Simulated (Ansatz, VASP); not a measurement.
## BaS in VASP and in Ansatz

Contents of INCAR:

```
ALGO = Normal
EDIFF = 1E-8
ENCUT = 520
GGA = PE
ISIF = 2
ISMEAR = -1
LASPH = True
LCHARG = False
LEFG = True
LREAL = False
LWAVE = False
NBANDS = 15
NELM = 60
PREC = Accurate
SIGMA = 0.02
```

Contents of KPOINTS:

```
k-points
0
Gamma
  8 8 8
```

POSCAR

```
BaS
1.0
    0.0000000000      3.2043605431      3.2043605431
    3.2043605431      0.0000000000      3.2043605431
    3.2043605431      3.2043605431      0.0000000000
Ba S
1 1
Direct
    0.0000000000      0.0000000000      0.0000000000
    0.5000000000      0.5000000000      0.5000000000
```

Input for Ansatz:

```yaml
crystal:
  lattice:
    - [0.0, 3.2043605431, 3.2043605431]
    - [3.2043605431, 0.0, 3.2043605431]
    - [3.2043605431, 3.2043605431, 0.0]
  atoms:
    - { symbol: Ba, position: [0.0, 0.0, 0.0] }
    - { symbol: S, position: [0.5, 0.5, 0.5] }
kpoints:
  mp_grid: { grid: [8, 8, 8] }
scf:
  occupations: { method: fermi_dirac, width: 0.02 }
hamiltonian:
  xc: pbe
  pseudopotentials: { kind: all_electron, datasets: crystal }
output:
  forces: true
  stress: true
  eigenvalues: true
  efg: { contact_densities: true }
```

Change from the starting cell: volume scaled by 1.01, crystal datasets.

Alike in both runs: task electric field gradients; functional PBE; k mesh 8 × 8 × 8; occupations fermi-dirac, width 0.02 eV; no spin polarisation.

|  | VASP | Ansatz |
| --- | --- | --- |
| version | VASP 6.6.1 | Ansatz 0.2.0 |
| potentials or method | VASP PAW PBE potentials, release 64 (Ba_sv, S), cutoff 520 eV | all-electron PAW with datasets made for the crystal, scalar-relativistic |

```tsv
	VASP	Ansatz	Ansatz less VASP
gap on the k mesh at the Fermi level (eV)	2.12	2.22	+0.097
pressure (GPa)	1.0	0.4	-0.57
```

Ansatz ran all-electron here, and VASP with PAW potentials.

Neither program's run includes spin-orbit coupling.
